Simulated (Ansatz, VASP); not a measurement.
BaTiO3: VASP beside Ansatz

File INCAR:

```
  PREC = Accurate
  ENCUT = 520
  EDIFF = 1E-8
  ISMEAR = -1
  SIGMA = 0.05
  LREAL = F
  LASPH = T
  NELM = 60
  ALGO = Normal
  ISIF = 2
  LWAVE = F
  LCHARG = F
  GGA = PS
  LEFG = T
  NBANDS = 28
```

The input KPOINTS:

```
Automatic mesh
0
Gamma
  8 8 8
```

Contents of POSCAR:

```
BaTiO3
1.0
    3.9027690157      0.0000000000      0.0000000000
    0.0000000000      2.7791347697      2.7877061482
    0.0000000000     -2.7791347697      2.7877061482
Ba Ti O
1 1 3
Direct
    0.0000000000      0.0000000000      0.0000000000
    0.5000000000      0.5079000000      0.5079000000
    0.0000000000      0.4921000000      0.4921000000
    0.5000000000      0.5025100000      0.9937100000
    0.5000000000      0.9937100000      0.5025100000
```

Input for Ansatz:

```yaml
crystal:
  lattice:
    - [3.9027690157, 0.0, 0.0]
    - [0.0, 2.7791347697, 2.7877061482]
    - [0.0, -2.7791347697, 2.7877061482]
  atoms:
    - { symbol: Ba, position: [0.0, 0.0, 0.0] }
    - { symbol: Ti, position: [0.5, 0.5079, 0.5079] }
    - { symbol: O, position: [0.0, 0.4921, 0.4921] }
    - { symbol: O, position: [0.5, 0.50251, 0.99371] }
    - { symbol: O, position: [0.5, 0.99371, 0.50251] }
kpoints:
  mp_grid: { grid: [8, 8, 8] }
scf:
  occupations: { method: fermi_dirac, width: 0.05 }
hamiltonian:
  xc: pbesol
  pseudopotentials: { kind: all_electron, datasets: crystal }
output:
  forces: true
  stress: true
  eigenvalues: true
  efg: { contact_densities: true }
```

Change from the starting cell: volume scaled by 0.94, crystal datasets.

Alike in both runs: task electric field gradients; functional PBEsol; k mesh 8 × 8 × 8; occupations fermi-dirac, width 0.05 eV; no spin polarisation.

|  | VASP | Ansatz |
| --- | --- | --- |
| version | VASP 6.6.1 | Ansatz 0.2.0 |
| potentials or method | VASP PAW PBE potentials, release 64 (Ba_sv, Ti_sv, O), cutoff 520 eV | all-electron PAW with datasets made for the crystal, scalar-relativistic |

|  | VASP | Ansatz | Ansatz less VASP |
| --- | --- | --- | --- |
| gap on the k mesh at the Fermi level (eV) | 1.86 | 1.93 | +0.070 |
| pressure (GPa) | 9.3 | 7.1 | -2.27 |
| traceless stress, the component that is largest in VASP (GPa) | 0.89 | 0.87 | -0.019 |
| rms of the force components (eV/Å) | 0.066 | 0.061 | -0.0044 |
| size of Vzz on the site where it differs most (V/Å²) | 6.5 | 6.7 | +0.20 |

VASP's potentials were made for PBE, not for PBEsol. Atom by atom the forces differ by 0.011 eV/Å (rms over components). Ansatz ran all-electron here, and VASP with PAW potentials. Ansatz's warnings: printed levels off.

Neither program's run includes spin-orbit coupling.
